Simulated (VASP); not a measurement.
# AlIr6 (Pm-3m) in VASP: a series of runs, part 2 of 2

VASP 6.6.1. Earlier steps stand in the parts before.

## (3) Relaxation of cell and atoms, PBE

INCAR

```
SYSTEM = AlIr6
PREC     = Accurate       ! precision mode
ENCUT    = 600            ! plane-wave cutoff, eV
EDIFF    = 1E-6           ! SCF threshold, eV
ISMEAR   = 0              ! smearing method
SIGMA    = 0.1            ! smearing width, eV
LREAL    = .False.        ! projectors in reciprocal space
LASPH    = .True.         ! aspherical terms in the spheres
NELM     = 100            ! most SCF steps
ALGO     = Normal         ! electronic algorithm
ISIF     = 3              ! what is computed and relaxed
LWAVE    = .False.        ! write WAVECAR
LCHARG   = .False.        ! write CHGCAR
GGA      = PE             ! functional
IBRION   = 2              ! ionic algorithm
NSW      = 100            ! ionic steps
EDIFFG   = -0.01          ! ionic threshold
```

KPOINTS

```
Automatic mesh
0
Gamma
  6 6 6
  0 0 0
```

POSCAR

```
AlIr6
1.0
    5.9424517465      0.0000000000      0.0000000000
    0.0000000000      5.9424517465      0.0000000000
    0.0000000000      0.0000000000      5.9424517465
Al Ir
1 6
Direct
    0.0000000000      0.0000000000      0.0000000000
    0.1982508195      0.5000000000      0.5000000000
    0.5000000000      0.1982508195      0.5000000000
    0.8017491805      0.5000000000      0.5000000000
    0.5000000000      0.8017491805      0.5000000000
    0.5000000000      0.5000000000      0.1982508195
    0.5000000000      0.5000000000      0.8017491805
```

Potentials or basis: VASP PAW PBE potentials, release 64 (Al, Ir).

Launch:

```
$ cat potpaw_PBE.64/Al/POTCAR potpaw_PBE.64/Ir/POTCAR > POTCAR
$ mpirun -np 1 vasp_std > vasp.out
```

OUTCAR:

```text
SYSTEM = AlIr6
   PREC = Accurate
   ENCUT = 600
   EDIFF = 1E-6
   ISMEAR = 0
   LREAL = .False.
   LASPH = .True.
   NELM = 100
   ISIF = 3
   GGA = PE
   IBRION = 2
   NSW = 100
   EDIFFG = -0.01

 ion  position               nearest neighbor table
   1  0.000  0.000  0.000-
   2  0.198  0.500  0.500-   4 2.36   3 2.54   5 2.54   6 2.54   7 2.54
   3  0.500  0.198  0.500-   5 2.36   4 2.54   2 2.54   6 2.54   7 2.54
   4  0.802  0.500  0.500-   2 2.36   3 2.54   5 2.54   6 2.54   7 2.54
   5  0.500  0.802  0.500-   3 2.36   2 2.54   4 2.54   6 2.54   7 2.54
   6  0.500  0.500  0.198-   7 2.36   3 2.54   4 2.54   5 2.54   2 2.54
   7  0.500  0.500  0.802-   6 2.36   3 2.54   4 2.54   5 2.54   2 2.54

  LATTYP: Found a simple cubic cell.
 ALAT       =     5.9424517465

  Lattice vectors:

 A1 = (   5.9424517465,   0.0000000000,   0.0000000000)
 A2 = (   0.0000000000,   5.9424517465,   0.0000000000)
 A3 = (   0.0000000000,   0.0000000000,   5.9424517465)

Analysis of symmetry for initial positions (statically):
=====================================================================
 Subroutine PRICEL returns:
 Original cell was already a primitive cell.

 Routine SETGRP: Setting up the symmetry group for a
 simple cubic supercell.

[... 163 lines left out ...]
--------------------------------------- Ionic step        1  -------------------------------------------

 number of electron      56.9999997 magnetization

 Free energy of the ion-electron system (eV)
  ---------------------------------------------------
  ext. energy  EPLUGINS =         0.00000000
  ---------------------------------------------------
  free energy    TOTEN  =       -46.32979396 eV

  energy without entropy =      -46.29520312  energy(sigma->0) =      -46.31249854

------------------------ aborting loop because EDIFF is reached ----------------------------------------

  FORCE on cell =-STRESS in cart. coord.  units (eV):
  Direction    XX          YY          ZZ          XY          YZ          ZX
  --------------------------------------------------------------------------------------
  -------------------------------------------------------------------------------------
  Total        0.1272864      0.1272864      0.1272864     -0.0000000     -0.0000000      0.0000000
  in kB        0.9718418      0.9718418      0.9718418     -0.0000000     -0.0000000      0.0000000
  external PRESSURE =       0.9718418 kB  Pullay stress =       0.0000000 kB
[... 69 lines left out ...]
--------------------------------------- Ionic step        3  -------------------------------------------

 number of electron      56.9999997 magnetization

 Free energy of the ion-electron system (eV)
  ---------------------------------------------------
  ext. energy  EPLUGINS =         0.00000000
  ---------------------------------------------------
  free energy    TOTEN  =       -46.32992870 eV

  energy without entropy =      -46.29534651  energy(sigma->0) =      -46.31263760

 E-fermi :   2.3596     XC(G=0):  -8.9085

 val. band max:        2.3382306514   @ k =   0.3333   0.0000   0.0000
 cond. band min:       2.3606844675   @ k =   0.3333   0.1667   0.0000
 fundamental gap:      0.0224538161
 Fermi energy:         2.3596469338

 k-point     1 :       0.0000    0.0000    0.0000
  band No.  band energies     occupation
      1      -6.9382      2.00000
      2      -3.2425      2.00000
      3      -3.2425      2.00000
      4      -3.2425      2.00000
      5      -3.1638      2.00000
      6      -1.9028      2.00000
[... 763 lines left out ...]
  FREE ENERGIE OF THE ION-ELECTRON SYSTEM (eV)
  ---------------------------------------------------
  free  energy   TOTEN  =       -46.3299286961 eV

  energy  without entropy=      -46.2953465068  energy(sigma->0) =      -46.31263760

 reached required accuracy - stopping structural energy minimisation
```

OSZICAR:

```text
N       E                     dE             d eps       ncg     rms          rms(c)
DAV:   1     0.537397015169E+03    0.53740E+03   -0.24482E+04  1360   0.162E+03
DAV:   2     0.158739528985E+02   -0.52152E+03   -0.50333E+03  1360   0.431E+02
DAV:   3    -0.444007768133E+02   -0.60275E+02   -0.58449E+02  2060   0.119E+02
[... 22 lines left out ...]
DAV:   2    -0.463299692346E+02    0.15869E-02   -0.72942E-03  1556   0.628E-01    0.132E-01
DAV:   3    -0.463299282233E+02    0.41011E-04   -0.10188E-03  1986   0.196E-01    0.789E-02
DAV:   4    -0.463299333804E+02   -0.51572E-05   -0.21725E-04  1894   0.940E-02    0.232E-02
DAV:   5    -0.463299285529E+02    0.48276E-05   -0.31397E-05  1846   0.359E-02    0.404E-03
DAV:   6    -0.463299286961E+02   -0.14325E-06   -0.31173E-06  1364   0.103E-02
   3 F= -.46329929E+02 E0= -.46312638E+02  d E =-.134732E-03
```

It took 3.3 min on 1 thread of AMD EPYC 9R45 (Zen 5), shared host; peak memory 0.39 GiB.

What came out:

```
Free energy                            : -46.3299 eV
Relaxed volume                         : 30.00 Å³/atom
Relaxed cell                           : a = 5.944 Å, b = 5.944 Å, c = 5.944 Å, α = 90.00°, β = 90.00°, γ = 90.00°
Space group after relaxing (to 0.05 Å) : Pm-3m (No. 221)
Energy gained by relaxing              : 0.0 meV/atom
Ionic steps                            : 3
Pressure after relaxing                : 0.0 GPa
```

Forces on the atoms (eV/Å):
```
Al   0.000  0.000  0.000
Ir  -0.002  0.000  0.000
Ir   0.000 -0.002  0.000
Ir   0.002  0.000  0.000
Ir   0.000  0.002  0.000
Ir   0.000  0.000 -0.002
Ir   0.000  0.000  0.002
```

Step by step:
```tsv
step	energy change (eV)	largest force (eV/Å)	pressure (GPa)	volume (Å³)
1	0.0000	0.0507	0.10	209.84
2	0.0010	0.1392	-0.30	210.40
3	-0.0001	0.0022	0.00	209.98
```

Final structure:
```
Al Ir
1.0
     5.94377    0.00000    0.00000
     0.00000    5.94377    0.00000
     0.00000    0.00000    5.94377
Al Ir
1 6
Direct
  0.00000 0.00000 0.00000
  0.19815 0.50000 0.50000
  0.50000 0.19815 0.50000
  0.80185 0.50000 0.50000
  0.50000 0.80185 0.50000
  0.50000 0.50000 0.19815
  0.50000 0.50000 0.80185
```

Caveat: spin-orbit coupling is left out, which moves the levels of the heavy elements.

## (4) Single point, PBE

INCAR

```
SYSTEM = AlIr6
  PREC = Accurate
  ENCUT = 520
  EDIFF = 1E-6
  ISMEAR = 0
  SIGMA = 0.1
  LREAL = .False.
  LASPH = .True.
  NELM = 100
  ALGO = Normal
  ISIF = 2
  LWAVE = .False.
  LCHARG = .False.
  GGA = PE
  NBANDS = 38
```

KPOINTS

```
regular mesh
0
Gamma
  4 4 4
  0 0 0
```

POSCAR is that of step 3.

Launch:

```
$ cat potpaw_PBE.64/Al/POTCAR potpaw_PBE.64/Ir/POTCAR > POTCAR
$ mpirun -np 1 vasp_std > vasp.out
```

It took 52 s on 1 thread of AMD EPYC 9R45 (Zen 5), shared host; peak memory 0.31 GiB.

Results (log left out):

| Quantity | Value |
| --- | --- |
| Free energy | -46.3124 eV |
| Pressure | 0.1 GPa |
| Largest force | 0.059 eV/Å |

Forces in eV/Å, atoms in the order of the input:
```
Al   0.000  0.000  0.000
Ir  -0.059  0.000  0.000
Ir   0.000 -0.059  0.000
Ir   0.059  0.000  0.000
Ir   0.000  0.059  0.000
Ir   0.000  0.000 -0.059
Ir   0.000  0.000  0.059
```

Levels at points of the mesh, in eV from the Fermi level:
```csv
k point,band 24,band 25,band 26,band 27,band 28,band 29,band 30,band 31,band 32,band 33
"(0.00, 0.00, 0.00)",-1.35,-1.35,-1.35,-0.07,-0.07,0.48,0.91,0.91,0.91,1.04
"(0.50, 0.00, 0.00)",-0.90,-0.53,-0.45,-0.45,-0.37,-0.07,0.13,0.13,0.71,1.18
"(0.50, 0.50, 0.00)",-1.63,-1.26,-0.78,-0.31,0.11,0.11,0.25,0.25,0.95,1.16
"(0.50, 0.50, 0.50)",-1.77,-0.79,-0.79,-0.56,-0.56,-0.56,0.65,0.65,0.65,0.94
```

Caveat: spin-orbit coupling is left out, which moves the levels of the heavy elements.

## (5) Single point, PBE

INCAR

```
SYSTEM = AlIr6
ALGO = Normal
EDIFF = 1E-6
ENCUT = 500
GGA = PE
GGA_COMPAT = .FALSE.
ISIF = 2
ISMEAR = 0
LASPH = .TRUE.
LCHARG = .TRUE.
LELF = .TRUE.
LREAL = .FALSE.
LVHAR = .TRUE.
LWAVE = .FALSE.
NBANDS = 62
NELM = 120
PREC = Accurate
SIGMA = 0.1
```

KPOINTS

```
k-points
0
G
  6 6 6
  0 0 0
```

POSCAR is that of step 4.

Potentials or basis: VASP PAW PBE potentials, release 64 (Al, Ir_sv_GW).

Launch:

```
$ cat potpaw_PBE.64/Al/POTCAR potpaw_PBE.64/Ir_sv_GW/POTCAR > POTCAR
$ mpirun -np 1 vasp_std > vasp.out
```

Run time: 2.7 min. Hardware: 1 thread of Intel Xeon 6975P-C (Granite Rapids), shared host; peak memory 0.43 GiB.

The run converged. Its results:

| Quantity | Value |
| --- | --- |
| Free energy | -49.6898 eV |
| Pressure | -1.4 GPa |
| Largest force | 0.008 eV/Å |

Forces on the atoms (eV/Å):
```
Al   0.000  0.000  0.000
Ir   0.008  0.000  0.000
Ir   0.000  0.008  0.000
Ir  -0.008  0.000  0.000
Ir   0.000 -0.008  0.000
Ir   0.000  0.000  0.008
Ir   0.000  0.000 -0.008
```

Levels at points of the mesh, in eV from the Fermi level:
```csv
k point,band 48,band 49,band 50,band 51,band 52,band 53,band 54,band 55,band 56,band 57
"(0.00, 0.00, 0.00)",-1.32,-1.32,-1.32,-0.06,-0.06,0.49,0.96,0.96,0.96,1.07
"(0.50, 0.00, 0.00)",-0.88,-0.52,-0.41,-0.41,-0.30,-0.06,0.17,0.17,0.72,1.21
"(0.50, 0.50, 0.00)",-1.61,-1.20,-0.77,-0.30,0.15,0.15,0.29,0.29,0.97,1.21
"(0.50, 0.50, 0.50)",-1.75,-0.78,-0.78,-0.52,-0.52,-0.52,0.67,0.67,0.67,0.98
```

Caveat: spin-orbit coupling is left out, which moves the levels of the heavy elements.

## (6) Single point, PBE

INCAR

```
PREC = Accurate ; ENCUT = 500
EDIFF = 1E-6 ; ISMEAR = 0
SIGMA = 0.1 ; LREAL = False
LASPH = True ; NELM = 120
ALGO = Normal ; ISIF = 2
LWAVE = False ; LCHARG = False
GGA = PE ; NBANDS = 62
GGA_COMPAT = False
```

KPOINTS

```
regular mesh
0
Gamma
  4 4 4
```

POSCAR is that of step 5.

Potentials or basis: VASP PAW PBE potentials, release 64 (Al, Ir_sv_GW).

Launch:

```
$ cat potpaw_PBE.64/Al/POTCAR potpaw_PBE.64/Ir_sv_GW/POTCAR > POTCAR
$ mpirun -np 1 vasp_std > vasp.out
```

Run time: 82 s. Hardware: 1 thread of Intel Xeon 6975P-C (Granite Rapids), shared host; peak memory 0.36 GiB.

Results (log left out):

```yaml
Free_energy: -49.6753 eV
Pressure: -1.3 GPa
Largest_force: 0.004 eV/Å
```

Forces in eV/Å, atoms in the order of the input:
```
Al   0.000  0.000  0.000
Ir   0.004  0.000  0.000
Ir   0.000  0.004  0.000
Ir  -0.004  0.000  0.000
Ir   0.000 -0.004  0.000
Ir   0.000  0.000  0.004
Ir   0.000  0.000 -0.004
```

Levels at points of the mesh, in eV from the Fermi level:
```
           k point  band 49  band 50  band 51  band 52  band 53  band 54  band 55  band 56
(0.00, 0.00, 0.00)    -1.36    -1.36    -0.09    -0.09     0.45     0.92     0.92     0.92
(0.50, 0.00, 0.00)    -0.56    -0.44    -0.44    -0.33    -0.09     0.13     0.13     0.68
(0.50, 0.50, 0.00)    -1.24    -0.81    -0.34     0.11     0.11     0.25     0.25     0.93
(0.50, 0.50, 0.50)    -0.82    -0.82    -0.56    -0.56    -0.56     0.63     0.63     0.63
```

Caveat: spin-orbit coupling is left out, which moves the levels of the heavy elements.

## (7) Summary

| task | potentials or basis | cell | k mesh | cutoff (eV) | second run | gap on the mesh (eV) | pressure (GPa) | largest force (eV/Å) |
| --- | --- | --- | --- | --- | --- | --- | --- | --- |
| single point | VASP PAW PBE potentials, release 64 (Al, Ir) | a = 5.942 Å, 7 atoms | 6 × 6 × 6 | 520 | - | none | 0.1 | 0.05 |
| relaxation of cell and atoms | VASP PAW PBE potentials, release 64 (Al, Ir) | relaxed from a = 5.942 Å, 7 atoms | 6 × 6 × 6 | 600 | - | none | 0.0 | - |
| single point | VASP PAW PBE potentials, release 64 (Al, Ir) | a = 5.942 Å, 7 atoms | 4 × 4 × 4 | 520 | - | none | 0.1 | 0.06 |
| single point | VASP PAW PBE potentials, release 64 (Al, Ir_sv_GW) | a = 5.942 Å, 7 atoms | 6 × 6 × 6 | 500 | valence_matched | none | -1.4 | 0.01 |
| single point | VASP PAW PBE potentials, release 64 (Al, Ir_sv_GW) | a = 5.942 Å, 7 atoms | 4 × 4 × 4 | 500 | valence_matched | none | -1.3 | - |

Alike in all rows: level PBE; no spin polarisation; smearing gaussian 0.1 eV.

Caveats: spin-orbit coupling is left out, which moves the levels of the heavy elements.

Absolute energies hang on the potentials; compare differences alone.
